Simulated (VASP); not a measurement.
Wanted: the native input for a VASP 6.6.1 run.

```
Task                   : single point
Functional             : PBE
Dispersion             : D3(BJ)
Potentials or basis    : VASP PAW PBE potentials, release 64 (Si, N)
Cutoff                 : 520 eV
k mesh                 : 2 × 2 × 2
Occupations            : gaussian, width 0.05 eV
Spin                   : collinear spin, ferromagnetic start
Starting moments       : [0.0, 0.0, 0.0, 0.0, 0.0, 0.0, 0.0, 0.0, 0.0, 0.0, 0.0, 0.0, 0.0, 0.0, 0.0, 0.0, 1.0] μB
Dipole correction      : no
Further INCAR settings : LREAL = Auto; ALGO = Normal; EDIFF = 1e-06; NBANDS = 52
```

The structure of Si16N (a cell with a defect) lies in POSCAR:

```
Si16N
1.0
    0.0000000000      5.4300000000      5.4300000000
    5.4300000000      0.0000000000      5.4300000000
    5.4300000000      5.4300000000      0.0000000000
Si N
16 1
Direct
   -0.0033218231      0.0193907490     -0.0356308238
    0.1265241199      0.0692129182      0.1522152683
   -0.0033269891      0.0193685616      0.5197461913
    0.1718102730      0.1092055656      0.6095478626
    0.0265990503      0.4909444108     -0.0085683358
    0.1265281544      0.6518565294      0.1522204796
   -0.0033309072      0.4640025655      0.5197539731
    0.1265845922      0.6518309675      0.5695386424
    0.5005713518     -0.0075357521      0.0035437856
    0.6259992965      0.1305732718      0.1127105300
    0.5461059295     -0.0155693850      0.4847933069
    0.6260212274      0.1305591218      0.6308329591
    0.5006035182      0.5032798919      0.0035823776
    0.6475242098      0.6173778386      0.1176709936
    0.5005710672      0.5032509104      0.4927440811
    0.6260124407      0.6123451741      0.6308847805
    0.1047739886      0.7982639609      0.2985544278
```

These files were run (other wordings do the same):

INCAR

```
SYSTEM = Si16N
  PREC = Accurate
  ENCUT = 520
  EDIFF = 1E-6
  ISMEAR = 0
  SIGMA = 0.05
  LREAL = Auto
  LASPH = .True.
  NELM = 150
  ALGO = Normal
  ISIF = 2
  LWAVE = .False.
  LCHARG = .False.
  ISPIN = 2
  MAGMOM = 0 0 0 0 0 0 0 0 0 0 0 0 0 0 0 0 1
  LORBIT = 11
  GGA = PE
  IVDW = 12
  NBANDS = 52
```

KPOINTS

```
regular mesh
0
Gamma
  2 2 2
  0 0 0
```

Potentials or basis: VASP PAW PBE potentials, release 64 (Si, N).

Launch:

```bash
$ cat potpaw_PBE.64/Si/POTCAR potpaw_PBE.64/N/POTCAR > POTCAR
$ mpirun -np 1 vasp_std > vasp.out
```

It gave:

| Quantity | Value |
| --- | --- |
| Pressure | 1.0 GPa |
| Largest force | 0.016 eV/Å |
| Net moment | 0.01 μB per cell |
| Valence electrons inside the program's atomic spheres | Si 1.70, 1.65, 1.77, 1.58, 1.69; N 3.75 |
| Dispersion energy per atom | -0.316 eV |

Caveat: the k points lie up to 0.50 Å⁻¹ apart.

Wall time 16 min on 1 thread of Oxide Virtual Turin-like Processor (shared host), peak memory 0.68 GiB.
